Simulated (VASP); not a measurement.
Mo, 2 atoms in the cell. It takes space group P6_3/mmc (No. 194, hexagonal). The conventional cell has a = 2.643 Å, b = 2.643 Å, c = 4.688 Å, α = 90.00°, β = 90.00°, γ = 120.00°. Mo (site symmetry -6m2) has 12 Mo at 2.64 to 2.80 Å within 3.5 Å. This isn't the form of Mo at room conditions, which is bcc.

| Property | Result |
| --- | --- |
| Program | VASP 6.6.1 |
| Task | relaxation of shape and atoms at fixed volume |
| Functional | PBE |
| Potentials or basis | VASP PAW PBE potentials, release 64 (Mo_sv) |
| Cutoff | 600 eV |
| k mesh | 15 × 15 × 8 |
| Occupations | fermi-dirac, width 0.08 eV |
| Spin | no spin polarisation |
| Dipole correction | no |
| Further INCAR settings | ALGO = Normal; EDIFF = 1e-06; IBRION = 2; EDIFFG = -0.005; NSW = 50; ISIF = 4 |

Potentials or basis: VASP PAW PBE potentials, release 64 (Mo_sv).

The run is started by

```console
$ cat potpaw_PBE.64/Mo_sv/POTCAR > POTCAR
$ mpirun -np 1 vasp_std > vasp.out
```

Hardware: 1 thread of Intel Xeon 8259CL, with other jobs on the host.

Question: Estimate the wall time of this run.

Answer: Run time: 3 min on 1 thread of Intel Xeon 8259CL, on a shared host, peak memory 0.21 GiB. Counts: scf iterations 25, k points 135, ion steps 3.
